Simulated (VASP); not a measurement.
# MnS: single point with BLYP+D3(BJ)

The system is MnS.

```
Mn S
1.0
     0.00000    2.52370    2.52370
     2.52370    0.00000    2.52370
     2.52370    2.52370    0.00000
Mn S
1 1
Direct
  0.00000 0.00000 0.00000
  0.50000 0.50000 0.50000
```

```
Program                : VASP 6.6.1
Task                   : single point
Functional             : BLYP
Dispersion             : D3(BJ)
Potentials or basis    : VASP PAW PBE potentials, release 64 (Mn_pv, S)
Cutoff                 : 500 eV
k mesh                 : 8 × 8 × 8
Occupations            : gaussian, width 0.05 eV
Spin                   : collinear spin, ferromagnetic start
Starting moments       : [4.1, 0.0] μB
Dipole correction      : no
Further INCAR settings : ALGO = Normal; EDIFF = 1e-06; NBANDS = 20
```

```yaml
Pressure: -3.9 GPa
Net_moment: 4.26 μB per cell
Site_moments: Mn +3.91; S +0.09 μB
Valence_electrons_inside_the_program's_atomic_spheres: Mn 11.45; S 3.78
Dispersion_energy_per_atom: -1.002 eV
```

Levels at points of the mesh, in eV from the Fermi level:
Spin up:
```
           k point  band 10  band 11  band 12  band 13  band 14  band 15
(0.00, 0.00, 0.00)    -2.00    -2.00    -2.00     2.74     9.09     9.09
(0.50, 0.00, 0.00)    -2.17     0.82     0.82     3.31     5.76     5.76
(0.50, 0.50, 0.00)    -2.42    -2.42    -1.83     1.33     6.02    11.28
```
Spin down:
```csv
k point,band 3,band 4,band 5,band 6,band 7,band 8,band 9,band 10,band 11,band 12
"(0.00, 0.00, 0.00)",-46.22,-14.95,-1.83,-1.83,-1.83,-0.13,-0.13,-0.13,-0.05,-0.05
"(0.50, 0.00, 0.00)",-46.22,-13.46,-6.96,-3.83,-3.83,0.96,0.96,1.20,3.27,3.27
"(0.50, 0.50, 0.00)",-46.23,-13.31,-6.03,-3.48,-3.48,-1.30,0.43,1.23,1.23,1.45
```

Wall time 94 s on 1 thread of Intel Xeon 8259CL (shared host), peak memory 0.2 GiB.

Caveat: the cell stands under tension; the dispersion term is far too large for a dense solid, which distorts pressure and volume; the PAW data sets were made with another functional, which shifts forces and pressure a little; a cell with one magnetic atom can't hold antiferromagnetic order, which such compounds often take; semilocal functionals often make such compounds metallic where correlation or magnetic order opens a gap, which also shifts bond lengths. With open d or f shells a metallic result of BLYP can be an artefact of self-interaction; +U or a hybrid may open a gap.
